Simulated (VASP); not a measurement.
Runs of VASP 6.6.1 on Cu3O. The structure is that of space group Pm-3m (No. 221), or close to it. The cells are those of the table. 

```csv
task,spin,cell,k mesh,cutoff (eV),gap on the mesh (eV),pressure (GPa),moment (μB)
single point,off,"a = 3.981 Å, 4 atoms",12 × 12 × 12,520,none,0.5,-
single point,"collinear, ferrimagnetic start","a = 3.970 Å, 4 atoms",4 × 4 × 4,520,none,0.4,0.00
single point,"collinear, ferrimagnetic start","a = 3.782 Å, 4 atoms",4 × 4 × 4,520,none,(a),0.00
relaxation of cell and atoms,off,"relaxed from a = 3.970 Å, 4 atoms",12 × 12 × 12,600,none,-0.1,-
```

Alike in all rows: level PBE; potentials or basis VASP PAW PBE potentials, release 64 (Cu, O); smearing gaussian 0.1 eV.

Estimate the missing entries.

(a) 14.8.

Caveats: some runs use coarse meshes; an odd number of electrons without spin polarisation forces a metal (some runs); a magnetic or distorted state may lie lower (some runs).

A gap of «none» marks levels without a gap at the run's occupations.
